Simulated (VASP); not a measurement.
# Au in VASP: further runs, part 2 of 2

VASP 6.6.1.

## (5) Single point, PBEsol (strain -0.025 along x and y, -0.025 along z)

The input, INCAR:

```
PREC = Accurate ; ENCUT = 520
EDIFF = 1E-6 ; ISMEAR = 0
SIGMA = 0.15 ; LREAL = F
LASPH = T ; NELM = 100
ALGO = Normal ; ISIF = 2
LWAVE = F ; LCHARG = F
GGA = PS ; NBANDS = 12
```

The input, KPOINTS:

```
Automatic mesh
0
Gamma
  20 20 20
```

The input, POSCAR:

```
Au
1.0
   -1.6158372750      1.6158372750      1.6158372750
    1.6158372750     -1.6158372750      1.6158372750
    1.6158372750      1.6158372750     -1.6158372750
Au
1
Direct
    0.0000000000      0.0000000000      0.0000000000
```

Potentials or basis: VASP PAW PBE potentials, release 64 (Au).

Started as:

```bash
cat potpaw_PBE.64/Au/POTCAR > POTCAR
mpirun -np 1 vasp_std > vasp.out
```

OUTCAR:

```text
PREC = Accurate
   ENCUT = 520
   EDIFF = 1E-6
   ISMEAR = 0
   LREAL = F
   LASPH = T
   NELM = 100
   ISIF = 2
   GGA = PS

 ion  position               nearest neighbor table
   1  0.000  0.000  0.000-

  LATTYP: Found a body centered cubic cell.
 ALAT       =     3.2316745500

  Lattice vectors:

 A1 = (  -1.6158372750,   1.6158372750,   1.6158372750)
 A2 = (   1.6158372750,  -1.6158372750,   1.6158372750)
 A3 = (   1.6158372750,   1.6158372750,  -1.6158372750)

Analysis of symmetry for initial positions (statically):
=====================================================================
 Subroutine PRICEL returns:
 Original cell was already a primitive cell.

 Routine SETGRP: Setting up the symmetry group for a
 body centered cubic supercell.

 Subroutine GETGRP returns: Found 48 space group operations
 (whereof 48 operations were pure point group operations)
 out of a pool of 48 trial point group operations.

The static configuration has the point symmetry O_h .

Analysis of symmetry for dynamics (positions and initial velocities):
=====================================================================
[... 161 lines left out ...]
 fundamental gap:      0.1595933056
 Fermi energy:         9.4526156382

 k-point     1 :       0.0000    0.0000    0.0000
  band No.  band energies     occupation
      1      -0.5711      2.00000
      2       4.5266      2.00000
      3       4.5266      2.00000
      4       4.5266      2.00000
      5       6.5103      2.00000
      6       6.5103      2.00000
      7      25.9437      0.00000
      8      25.9437      0.00000
      9      25.9437      0.00000
     10      33.9419      0.00000
     11      33.9419      0.00000
     12      33.9419      0.00000
[... 331 lines left out ...]
 k-point    24 :       0.2500    0.1000    0.0000
  band No.  band energies     occupation
      1       2.0622      2.00000
      2       3.8187      2.00000
      3       4.6659      2.00000
      4       6.1370      2.00000
      5       6.6812      2.00000
      6       7.0992      2.00000
      7      19.5451      0.00000
      8      23.1018      0.00000
      9      25.2385      0.00000
     10      28.9863      0.00000
     11      32.0183      0.00000
     12      32.6348      0.00000

 [... further k-points ...]
[... 5 lines left out ...]
  --------------------------------------------------------------------------------------
  -------------------------------------------------------------------------------------
  Total        0.1599114      0.1599114      0.1599114      0.0000000      0.0000000     -0.0000000
  in kB       15.1822877     15.1822877     15.1822877      0.0000000      0.0000000     -0.0000000
  external PRESSURE =      15.1822877 kB  Pullay stress =       0.0000000 kB

 VOLUME and BASIS-vectors are now :
 -----------------------------------------------------------------------------
  energy-cutoff  :      520.00
  volume of cell :       16.88
      direct lattice vectors                 reciprocal lattice vectors
    -1.615837275  1.615837275  1.615837275     0.000000000  0.309437100  0.309437100
     1.615837275 -1.615837275  1.615837275     0.309437100  0.000000000  0.309437100
     1.615837275  1.615837275 -1.615837275     0.309437100  0.309437100  0.000000000

 POSITION                                       TOTAL-FORCE (eV/Angst)
 -----------------------------------------------------------------------------------
      0.00000      0.00000      0.00000        -0.000000      0.000000     -0.000000
 -----------------------------------------------------------------------------------
    total drift:                                0.000000      0.000000     -0.000000

  FREE ENERGIE OF THE ION-ELECTRON SYSTEM (eV)
  ---------------------------------------------------
  free  energy   TOTEN  =        -3.9042109899 eV

  energy  without entropy=       -3.9021599960  energy(sigma->0) =       -3.90318549
```

stdout:

```text
POSCAR found type information on POSCAR Au
 POSCAR found :  1 types and       1 ions
 scaLAPACK will be used
 -----------------------------------------------------------------------------
|                                                                             |
|                                                                             |
|     You enforced a specific xc type in the INCAR file but a different       |
|     I HOPE YOU KNOW WHAT YOU ARE DOING!                                     |
|                                                                             |
 -----------------------------------------------------------------------------

 LDA part: xc-table for (Slater+PW92), standard interpolation
 POSCAR, INCAR and KPOINTS ok, starting setup
 FFT: planning ... GRIDC
 FFT: planning ... GRID_SOFT
 FFT: planning ... GRID
 WAVECAR not read
 entering main loop
```

Wall time 38 s (1 thread of Intel Xeon 8259CL, shared host); peak memory 0.18 GiB.

What came out:

```yaml
Free_energy: -3.9042 eV
Pressure: 1.5 GPa
Band_gap_on_the_k_mesh: zero (an odd number of electrons rules out a gap without spin polarisation)
```

Levels at points of the mesh, in eV from the Fermi level:
| k point | band 2 | band 3 | band 4 | band 5 | band 6 | band 7 | band 8 | band 9 | band 10 | band 11 |
| --- | --- | --- | --- | --- | --- | --- | --- | --- | --- | --- |
| (0.00, 0.00, 0.00) | -4.93 | -4.93 | -4.93 | -2.94 | -2.94 | 16.49 | 16.49 | 16.49 | 24.49 | 24.49 |
| (0.50, 0.00, 0.00) | -6.05 | -3.09 | -2.73 | -1.36 | -0.75 | 3.61 | 12.35 | 13.95 | 21.98 | 22.33 |
| (0.50, 0.50, 0.50) | -6.94 | -1.76 | -1.76 | -1.76 | 6.25 | 6.25 | 6.25 | 9.81 | 16.11 | 16.11 |

Caveat: the cell differs from its parent crystal (strain -0.025 along x and y, -0.025 along z); the PAW data sets were made with another functional, which shifts forces and pressure a little; spin-orbit coupling is left out, which moves the levels of the heavy elements.

## (6) Single point, PBEsol (strain +0.025 along x and y, +0.025 along z)

The input, INCAR:

```
  ALGO = Normal
  EDIFF = 1E-6
  ENCUT = 520
  GGA = PS
  ISIF = 2
  ISMEAR = 0
  LASPH = T
  LCHARG = F
  LREAL = F
  LWAVE = F
  NBANDS = 12
  NELM = 100
  PREC = Accurate
  SIGMA = 0.15
```

The input, KPOINTS:

```
k-points
0
Gamma
  20 20 20
```

The input, POSCAR:

```
Au
1.0
   -1.6987007250      1.6987007250      1.6987007250
    1.6987007250     -1.6987007250      1.6987007250
    1.6987007250      1.6987007250     -1.6987007250
Au
1
Direct
    0.0000000000      0.0000000000      0.0000000000
```

Potentials or basis: VASP PAW PBE potentials, release 64 (Au).

Started as:

```bash
cat potpaw_PBE.64/Au/POTCAR > POTCAR
mpirun -np 1 vasp_std > vasp.out
```

Wall time 41 s (1 thread of Intel Xeon 8259CL, shared host); peak memory 0.18 GiB.

It converged, with:

```
Free energy            : -3.7526 eV
Pressure               : -16.1 GPa
Band gap on the k mesh : zero (an odd number of electrons rules out a gap without spin polarisation)
```

Levels at points of the mesh, in eV from the Fermi level:
```tsv
k point	band 2	band 3	band 4	band 5	band 6	band 7	band 8	band 9
(0.00, 0.00, 0.00)	-4.19	-4.19	-4.19	-2.63	-2.63	16.36	16.36	16.36
(0.50, 0.00, 0.00)	-5.05	-2.76	-2.49	-1.44	-0.15	2.76	12.16	12.86
(0.50, 0.50, 0.50)	-5.70	-1.74	-1.74	-1.74	6.07	6.07	6.07	8.06
```

Caveat: the cell differs from its parent crystal (strain +0.025 along x and y, +0.025 along z); the cell stands under tension; the PAW data sets were made with another functional, which shifts forces and pressure a little; spin-orbit coupling is left out, which moves the levels of the heavy elements.

## (7) Overview

| cell | gap on the mesh (eV) | pressure (GPa) |
| --- | --- | --- |
| a = 2.895 Å, angles 110.1, 110.1, 108.1°, 1 atom | none | -12.2 |
| a = 2.895 Å, angles 108.1, 108.1, 112.1°, 1 atom | none | -12.1 |
| a = 2.727 Å, angles 109.5°, 1 atom | none | 19.3 |
| a = 2.799 Å, angles 109.5°, 1 atom | none | 1.5 |
| a = 2.942 Å, angles 109.5°, 1 atom | none | -16.1 |

Alike in all rows: task single point; level PBEsol; potentials or basis VASP PAW PBE potentials, release 64 (Au); no spin polarisation; k mesh 20 × 20 × 20; cutoff (eV) 520; smearing gaussian 0.15 eV.

Caveats: the PAW data sets were made with another functional, which shifts forces and pressure a little; spin-orbit coupling is left out, which moves the levels of the heavy elements; the cell stands under tension (at least some runs); the cell stands under pressure (at least some runs).

Total energies depend on the potentials used, so only differences within one code and one set of settings carry meaning.
